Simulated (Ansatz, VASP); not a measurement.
# Two plane-wave programs on CuO

The input INCAR:

```
PREC     = Accurate       # precision mode
ENCUT    = 520            # plane-wave cutoff, eV
EDIFF    = 1E-6           # SCF threshold, eV
ISMEAR   = 0              # smearing method
SIGMA    = 0.05           # smearing width, eV
LREAL    = F              # projectors in reciprocal space
LASPH    = T              # aspherical terms in the spheres
NELM     = 150            # most SCF steps
ALGO     = Normal         # electronic algorithm
ISIF     = 2              # what is computed and relaxed
LWAVE    = F              # write WAVECAR
LCHARG   = F              # write CHGCAR
ISPIN    = 2              # spin polarisation
MAGMOM   = 1 1 -1 -1 0 0 0 0 # initial moments
LORBIT   = 11             # projections on sites
LMAXMIX  = 4              # l up to which the mixer works
LDAU     = T              # DFT+U
LDAUTYPE = 1            
LDAUL    = 2 -1           # shell
LDAUU    = 4 0            # U, eV
LDAUJ    = 0.9 0        
LDAUPRINT= 1            
NBANDS   = 48             # bands
LUSENCCL = F
```

File KPOINTS:

```
Automatic mesh
0
Gamma
  7 7 4
```

POSCAR

```
CuO
1.0
    4.6892995200      0.0000000000      0.0000000000
    4.6892995200      3.4267996400      0.0000000000
   -0.8605499100      0.0000000000      5.0594394800
Cu O
4 4
Direct
    0.0032000000      0.2468000000      0.0000000000
    0.4968000000      0.7532000000      0.5000000000
    0.0032000000      0.7468000000      0.0000000000
    0.4968000000      0.2532000000      0.5000000000
    0.5714000000      0.9171000000      0.2537000000
    0.4056000000      0.0829000000      0.7537000000
    0.5714000000      0.4171000000      0.2537000000
    0.4056000000      0.5829000000      0.7537000000
```

Input for Ansatz:

```yaml
crystal:
  lattice:
    - [4.68929952, 0.0, 0.0]
    - [4.68929952, 3.42679964, 0.0]
    - [-0.86054991, 0.0, 5.05943948]
  atoms:
    - { symbol: Cu, position: [0.0032, 0.2468, 0.0], spin: 1.0 }
    - { symbol: Cu, position: [0.4968, 0.7532, 0.5], spin: 1.0 }
    - { symbol: O, position: [0.5714, 0.9171, 0.2537] }
    - { symbol: O, position: [0.4056, 0.0829, 0.7537] }
    - { symbol: Cu, position: [0.0032, 0.7468, 0.0], spin: -1.0 }
    - { symbol: Cu, position: [0.4968, 0.2532, 0.5], spin: -1.0 }
    - { symbol: O, position: [0.5714, 0.4171, 0.2537] }
    - { symbol: O, position: [0.4056, 0.5829, 0.7537] }
basis:
  ecutwfc: 420
  ecutrho_ratio: 4
kpoints:
  mp_grid: { grid: [7, 7, 4] }
hamiltonian:
  xc: lda
  hubbard:
    sites:
      - { site: 0, l: d, u: 4.0, j: 0.9 }
      - { site: 1, l: d, u: 4.0, j: 0.9 }
      - { site: 4, l: d, u: 4.0, j: 0.9 }
      - { site: 5, l: d, u: 4.0, j: 0.9 }
scf:
  occupations: { method: gaussian, width: 0.05 }
  lower_state_search: "off"
  max_iter: 150
output:
  forces: true
  stress: true
  eigenvalues: true
  populations: true
  hubbard:
    sites:
      - { site: 0, l: d }
      - { site: 1, l: d }
      - { site: 4, l: d }
      - { site: 5, l: d }
magnetization:
  spin_polarized: true
```

Alike in both runs: task single point; functional LDA; k mesh 7 × 7 × 4; occupations gaussian, width 0.05 eV; collinear spin; Hubbard terms Cu d U = 4.0 eV, J = 0.9 eV.

|  | VASP | Ansatz |
| --- | --- | --- |
| version | VASP 6.6.1 | Ansatz 0.2.0 |
| potentials or method | VASP PAW LDA potentials, release 64 (Cu, O), cutoff 520 eV | scalar-relativistic, plane waves, PAW |
| valence electrons in the cell | 68 | 100 |

```tsv
	VASP	Ansatz	Ansatz less VASP
gap on the k mesh at the Fermi level (eV)	0.36	0.15	-0.209
least direct gap on the mesh (eV)	0.68	0.43	-0.256
pressure (GPa)	-11.0	-7.9	+3.14
rms of the force components (eV/Å)	0.437	0.458	+0.0208
net moment per atom (μB)	0.00	0.00	0.000
size of the moment on the site where the two differ most (μB)	0.51	0.47	-0.039
```

LDA's correlation is that of Perdew and Zunger in VASP and of Perdew and Wang (1992) in Ansatz. Site moments also hang on the region over which each program counts them. The programs project onto different local orbitals, so the same U acts differently, and such runs can settle in different states. VASP's potentials hold 68 valence electrons a cell and Ansatz's 100, so a difference there can come from the potentials and not from the codes.
